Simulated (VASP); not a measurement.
A run of VASP 6.6.1:

File INCAR:

```
SYSTEM = Al3Cu
ALGO     = Fast           ! electronic algorithm
EDIFF    = 1E-7           ! SCF threshold, eV
ENCUT    = 520            ! plane-wave cutoff, eV
GGA      = PS             ! functional
ISIF     = 2              ! what is computed and relaxed
ISMEAR   = 0              ! smearing method
LASPH    = .True.         ! aspherical terms in the spheres
LCHARG   = .False.        ! write CHGCAR
LREAL    = .False.        ! projectors in reciprocal space
LWAVE    = .False.        ! write WAVECAR
NBANDS   = 18             ! bands
NELM     = 80             ! most SCF steps
PREC     = Accurate       ! precision mode
SIGMA    = 0.1            ! smearing width, eV
```

KPOINTS

```
k-points
0
Gamma
  20 20 8
  0 0 0
```

POSCAR

```
Al3Cu
1.0
    2.7784054294      0.0000000000      0.0000000000
    0.0000000000      2.7784054294      0.0000000000
    0.0000000000      0.0000000000      7.5134034100
Al Cu
3 1
Direct
    0.0000000000      0.0000000000      0.5000000000
    0.5000000000      0.5000000000      0.2261155100
    0.5000000000      0.5000000000      0.7738844900
    0.0000000000      0.0000000000      0.0000000000
```

Potentials or basis: VASP PAW PBE potentials, release 64 (Al, Cu).

The run is started by

```console
$ cat potpaw_PBE.64/Al/POTCAR potpaw_PBE.64/Cu/POTCAR > POTCAR
$ mpirun -np 1 vasp_std > vasp.out
```

Hardware: 1 thread of Intel Xeon 8259CL, on a shared host.

Question: Estimate the wall time of this run.

Answer: Wall time 10 min on 1 thread of Intel Xeon 8259CL, with other jobs on the host, peak memory 0.43 GiB. Counts: scf iterations 21, k points 330.
